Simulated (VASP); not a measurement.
# Ge (R-3) in VASP: notebook

Runs on Ge. Level: PBEsol. Tasks: single point.

All numbers are computed with VASP 6.6.1; they aren't measurements. Logs are shortened: lines on timing, memory, paths and dates and some standing lists are left out, and cuts for length are marked.

## 1. The cell of the first run

The structure is trigonal, space group R-3 (No. 148). The conventional cell has a = 9.602 Å, b = 9.602 Å, c = 5.858 Å, α = 90.00°, β = 90.00°, γ = 120.00°. Ge (site symmetry 3) has 5 Ge at 2.42 to 3.33 Å within 3.4 Å. Ge (site symmetry 1) has 4 Ge at 2.42 to 2.47 Å within 3.2 Å.

## 2. Single point, PBEsol

The input, INCAR:

```
PREC = Accurate ; ENCUT = 520
EDIFF = 1E-7 ; ISMEAR = 0
SIGMA = 0.15 ; LREAL = False
LASPH = True ; NELM = 60
ALGO = Normal ; ISIF = 2
LWAVE = False ; LCHARG = False
GGA = PS ; NBANDS = 66
```

The input, KPOINTS:

```
regular mesh
0
Gamma
  9 9 9
```

The input, POSCAR:

```
Ge
1.0
    4.8008000000      2.7717431723      1.9526984758
   -4.8008000000      2.7717431723      1.9526984758
    0.0000000000     -5.5434863447      1.9526984758
Ge
8
Direct
    0.7160166262      0.7160166262      0.7160166262
    0.2839833738      0.2839833738      0.2839833738
    0.0302911486      0.7262027915      0.5337905696
    0.5337905696      0.0302911486      0.7262027915
    0.7262027915      0.5337905696      0.0302911486
    0.9697088514      0.2737972085      0.4662094304
    0.4662094304      0.9697088514      0.2737972085
    0.2737972085      0.4662094304      0.9697088514
```

Potentials or basis: VASP PAW PBE potentials, release 64 (Ge_d).

Command:

```sh
cat potpaw_PBE.64/Ge_d/POTCAR > POTCAR
mpirun -np 1 vasp_std > vasp.out
```

OUTCAR:

```text
PREC = Accurate
   ENCUT = 520
   EDIFF = 1E-7
   ISMEAR = 0
   LREAL = False
   LASPH = True
   NELM = 60
   ISIF = 2
   GGA = PS

 ion  position               nearest neighbor table
   1  0.716  0.716  0.716-   4 2.42   3 2.42   5 2.42   2 2.53
   2  0.284  0.284  0.284-   7 2.42   6 2.42   8 2.42   1 2.53
   3  0.030  0.726  0.534-   1 2.42   6 2.43   4 2.47   5 2.47
   4  0.534  0.030  0.726-   1 2.42   7 2.43   3 2.47   5 2.47
   5  0.726  0.534  0.030-   1 2.42   8 2.43   4 2.47   3 2.47
   6  0.970  0.274  0.466-   2 2.42   3 2.43   7 2.47   8 2.47
   7  0.466  0.970  0.274-   2 2.42   4 2.43   6 2.47   8 2.47
   8  0.274  0.466  0.970-   2 2.42   5 2.43   7 2.47   6 2.47

  LATTYP: Found a trigonal (rhomboedric) cell.
 ALAT       =     5.8773524814
 COS(alpha) =    -0.3344237056

  Lattice vectors:

 A1 = (   4.8008000000,   2.7717431723,   1.9526984758)
 A2 = (  -4.8008000000,   2.7717431723,   1.9526984758)
 A3 = (   0.0000000000,  -5.5434863447,   1.9526984758)

Analysis of symmetry for initial positions (statically):
=====================================================================
 Subroutine PRICEL returns:
 Original cell was already a primitive cell.

 Routine SETGRP: Setting up the symmetry group for a
 trigonal (rhombohedral) supercell.

 Subroutine GETGRP returns: Found  6 space group operations
 (whereof  6 operations were pure point group operations)
 out of a pool of 12 trial point group operations.

The static configuration has the point symmetry S_6 .

Analysis of symmetry for dynamics (positions and initial velocities):
=====================================================================
 Subroutine PRICEL returns:
 Original cell was already a primitive cell.

 Routine SETGRP: Setting up the symmetry group for a
 trigonal (rhombohedral) supercell.

 Subroutine GETGRP returns: Found  6 space group operations
 (whereof  6 operations were pure point group operations)
 out of a pool of 12 trial point group operations.

The dynamic configuration has the point symmetry S_6 .

 Subroutine INISYM returns: Found  6 space group operations
 (whereof  6 operations are pure point group operations),
 and found     1 'primitive' translations

----------------------------------------------------------------------------------------

                                     Primitive cell

  volume of cell :     155.9025

  direct lattice vectors                    reciprocal lattice vectors
     4.800800000  2.771743172  1.952698476     0.104149308  0.060130631  0.170703945
    -4.800800000  2.771743172  1.952698476    -0.104149308  0.060130631  0.170703945
     0.000000000 -5.543486345  1.952698476     0.000000000 -0.120261263  0.170703945

  length of vectors
     5.877352481  5.877352481  5.877352481     0.208812375  0.208812375  0.208812375

  position of ions in fractional coordinates (direct lattice)
     0.716016626  0.716016626  0.716016626
     0.283983374  0.283983374  0.283983374
     0.030291149  0.726202792  0.533790570
     0.533790570  0.030291149  0.726202792
     0.726202792  0.533790570  0.030291149
     0.969708851  0.273797208  0.466209430
     0.466209430  0.969708851  0.273797208
     0.273797208  0.466209430  0.969708851

  ion indices of the primitive-cell ions
   primitive index   ion index
                 1           1
                 2           2
                 3           3
                 4           4
                 5           5
                 6           6
                 7           7
                 8           8

----------------------------------------------------------------------------------------

 KPOINTS: regular mesh

Automatic generation of k-mesh.
 Grid dimensions read from file:
 generate k-points for:    9    9    9

 Generating k-lattice:

  Cartesian coordinates                     Fractional coordinates (reciprocal lattice)
     0.011572145  0.006681181  0.018967105     0.111111111  0.000000000  0.000000000
    -0.011572145  0.006681181  0.018967105     0.000000000  0.111111111  0.000000000
     0.000000000 -0.013362363  0.018967105     0.000000000  0.000000000  0.111111111

  Length of vectors
     0.023201375  0.023201375  0.023201375

  Shift w.r.t. Gamma in fractional coordinates (k-lattice)
     0.000000000  0.000000000  0.000000000

 Subroutine IBZKPT returns following result:
 ===========================================

 Found    125 irreducible k-points:

 Following reciprocal coordinates:
            Coordinates               Weight
  0.000000  0.000000  0.000000      1.000000
  0.111111 -0.000000  0.000000      6.000000
  0.222222  0.000000  0.000000      6.000000
  0.333333  0.000000 -0.000000      6.000000
  0.444444  0.000000  0.000000      6.000000
  0.111111  0.111111  0.000000      6.000000
[... 16 lines left out ...]
  0.444444  0.222222  0.000000      6.000000
 -0.444444  0.000000 -0.222222      6.000000
 [... further k-points ...]
   k-points           NKPTS =    125   k-points in BZ     NKDIM =    125   number of bands    NBANDS=     66
   number of dos      NEDOS =    301   number of ions     NIONS =      8
   total plane-waves  NPLWV = 110592
   dimension x,y,z NGX =    48 NGY =   48 NGZ =   48
   dimension x,y,z NGXF=    96 NGYF=   96 NGZF=   96
   ions per type =               8
   NGX,Y,Z   is equivalent  to a cutoff of  13.58, 13.58, 13.58 a.u.
   NGXF,Y,Z  is equivalent  to a cutoff of  27.15, 27.15, 27.15 a.u.
 SYSTEM =  unknown system
   PREC   = accura    normal or accurate (medium, high low for compatibility)
   ISTART =      0    job   : 0-new  1-cont  2-samecut
   ICHARG =      2    charge: 1-file 2-atom 10-const
   ISPIN  =      1    spin polarized calculation?
   LNONCOLLINEAR =      F non collinear calculations
   LSORBIT =      F    spin-orbit coupling
   LASPH  =      T    aspherical Exc in radial PAW
   ENCUT  =  520.0 eV  38.22 Ry    6.18 a.u.  10.93 10.93 10.93*2*pi/ulx,y,z
   NELM   =     60;   NELMIN=  2; NELMDL= -5     # of ELM steps
   EDIFF  = 0.1E-06   stopping-criterion for ELM
   LREAL  =      F    real-space projection
   EDIFFG = 0.1E-05   stopping-criterion for IOM
   NSW    =      0    number of steps for IOM
   IBRION =     -1    ionic relax: 0-MD 1-quasi-New 2-CG
   NFREE  =      0    steps in history (QN), initial steepest desc. (CG)
   ISIF   =      2    stress and relaxation
   ISYM   =      2    0-nonsym 1-usesym 2-fastsym
   POTIM  = 0.5000    time-step for ionic-motion
   TEBEG  =    0.0;   TEEND  =   0.0 temperature during run
   PSTRESS=    0.0 pullay stress
   NELECT =     112.0000    total number of electrons
   NUPDOWN=      -1.0000    fix difference up-down
   EMIN   =  10.00;   EMAX   =-10.00  energy-range for DOS
   EFERMI =   0.00;   METHOD = LEGACY
   ISMEAR =     0;   SIGMA  =   0.15  broadening in eV -4-tet -1-fermi 0-gaus
   EFERMI_NEDOS =   21; number of points for ismear=-14 and -15
   IALGO  =     38    algorithm
   IMIX   =      4    mixing-type and parameters
     AMIX     =   0.40;   BMIX     =  1.00
     AMIX_MAG =   1.60;   BMIX_MAG =  1.00
  volume/ion in A,a.u.               =      19.49       131.51
  Fermi-wavevector in a.u.,A,eV,Ry     =   1.466211  2.770737 29.249463  2.149775
  Thomas-Fermi vector in A             =   2.581976
   LORBIT       =      0    0 simple, 1 ext, 2 COOP (PROOUT), +10 PAW based schemes
   GGA     = PS    functional components
   LHFCALC =     F    Hartree Fock is set to
   AEXX    =    0.0000 exact exchange contribution
   IVDW    =     0    specifies the selected vdW correction
   LEPSILON=     F    determine dielectric tensor
   LRPA    =     F    only Hartree local field effects (RPA)
 non-spin polarized calculation
 Gauss-broadening in eV      SIGMA  =   0.15
  energy-cutoff  :      520.00
  volume of cell :      155.90
 maximum number of plane-waves:      4228
 NGX is ok and might be reduce to    48
   NGX = 21   NGY = 21   NGZ = 21

 number of electron     112.0000001 magnetization

 Free energy of the ion-electron system (eV)
  ---------------------------------------------------
  ext. energy  EPLUGINS =         0.00000000
  ---------------------------------------------------
  free energy    TOTEN  =       -38.44502720 eV

  energy without entropy =      -38.43521341  energy(sigma->0) =      -38.44012031

 E-fermi :   6.2531     XC(G=0): -11.0548

 val. band max:        6.2428229561   @ k =  -0.3333   0.4444   0.3333
 cond. band min:       6.3153239499   @ k =  -0.2222   0.3333   0.2222
 fundamental gap:      0.0725009938
 Fermi energy:         6.2530587683

 k-point     1 :       0.0000    0.0000    0.0000
  band No.  band energies     occupation
      1     -18.6351      2.00000
      2     -18.6351      2.00000
      3     -18.6229      2.00000
      4     -18.6154      2.00000
      5     -18.6154      2.00000
      6     -18.5854      2.00000
[... 58 lines left out ...]
     65      11.4651      0.00000
     66      12.8678      0.00000

 k-point     2 :       0.1111   -0.0000    0.0000
  band No.  band energies     occupation
      1     -18.6357      2.00000
      2     -18.6340      2.00000
      3     -18.6227      2.00000
      4     -18.6146      2.00000
      5     -18.6129      2.00000
      6     -18.5869      2.00000
[... 58 lines left out ...]
     65      11.4873      0.00000
     66      12.1264      0.00000

 k-point     3 :       0.2222    0.0000    0.0000
  band No.  band energies     occupation
      1     -18.6367      2.00000
      2     -18.6312      2.00000
      3     -18.6217      2.00000
      4     -18.6129      2.00000
      5     -18.6069      2.00000
      6     -18.5904      2.00000
[... 1438 lines left out ...]
     65      10.6123      0.00000
     66      10.9028      0.00000

 k-point    24 :      -0.4444    0.0000   -0.2222
  band No.  band energies     occupation
      1     -18.6348      2.00000
      2     -18.6256      2.00000
      3     -18.6164      2.00000
      4     -18.6139      2.00000
      5     -18.5960      2.00000
      6     -18.5910      2.00000
[... 58 lines left out ...]
     65      10.7069      0.00000
     66      11.1849      0.00000

 [... further k-points ...]

------------------------ aborting loop because EDIFF is reached ----------------------------------------

  FORCE on cell =-STRESS in cart. coord.  units (eV):
  Direction    XX          YY          ZZ          XY          YZ          ZX
  --------------------------------------------------------------------------------------
  -------------------------------------------------------------------------------------
  Total        5.4243404      5.4243404      1.4207239     -0.0000000     -0.0000000     -0.0000000
  in kB       55.7448153     55.7448153     14.6004832     -0.0000005     -0.0000000     -0.0000000
  external PRESSURE =      42.0300380 kB  Pullay stress =       0.0000000 kB

 VOLUME and BASIS-vectors are now :
 -----------------------------------------------------------------------------
  energy-cutoff  :      520.00
  volume of cell :      155.90
      direct lattice vectors                 reciprocal lattice vectors
     4.800800000  2.771743172  1.952698476     0.104149308  0.060130631  0.170703945
    -4.800800000  2.771743172  1.952698476    -0.104149308  0.060130631  0.170703945
     0.000000000 -5.543486345  1.952698476     0.000000000 -0.120261263  0.170703945

 POSITION                                       TOTAL-FORCE (eV/Angst)
 -----------------------------------------------------------------------------------
      0.00000     -0.00000      4.19449         0.000000      0.000000     -0.125253
      0.00000     -0.00000      1.66360         0.000000     -0.000000      0.125253
     -3.34093     -0.86225      2.51954        -0.094535      0.238174      0.126292
      2.41720     -2.46221      2.51954        -0.158997     -0.200957      0.126292
      0.92373      3.32446      2.51954         0.253532     -0.037217      0.126292
      3.34093      0.86225      3.33856         0.094535     -0.238174     -0.126292
     -2.41720      2.46221      3.33856         0.158997      0.200957     -0.126292
     -0.92373     -3.32446      3.33856        -0.253532      0.037217     -0.126292
 -----------------------------------------------------------------------------------
    total drift:                                0.000000      0.000000     -0.000000

  FREE ENERGIE OF THE ION-ELECTRON SYSTEM (eV)
  ---------------------------------------------------
  free  energy   TOTEN  =       -38.4450272047 eV

  energy  without entropy=      -38.4352134112  energy(sigma->0) =      -38.44012031
```

Wall time 15 min (1 thread of Intel Xeon 6975P-C (Granite Rapids), shared host); peak memory 0.9 GiB.

What came out:

- Free energy: -38.4450 eV
- Pressure: 4.2 GPa
- Largest force: 0.286 eV/Å
- Band gap on the k mesh: zero (bands 56 and 57 overlap by 0.46 eV)

Forces in eV/Å, atoms in the order of the input:
```
Ge   0.000  0.000 -0.125
Ge   0.000  0.000  0.125
Ge  -0.095  0.238  0.126
Ge  -0.159 -0.201  0.126
Ge   0.254 -0.037  0.126
Ge   0.095 -0.238 -0.126
Ge   0.159  0.201 -0.126
Ge  -0.254  0.037 -0.126
```

Caveat: the cell stands under pressure; semilocal functionals underestimate gaps, so a narrow gap can read as zero; the PAW data sets were made with another functional, which shifts forces and pressure a little.

[end of part 1 of 2]
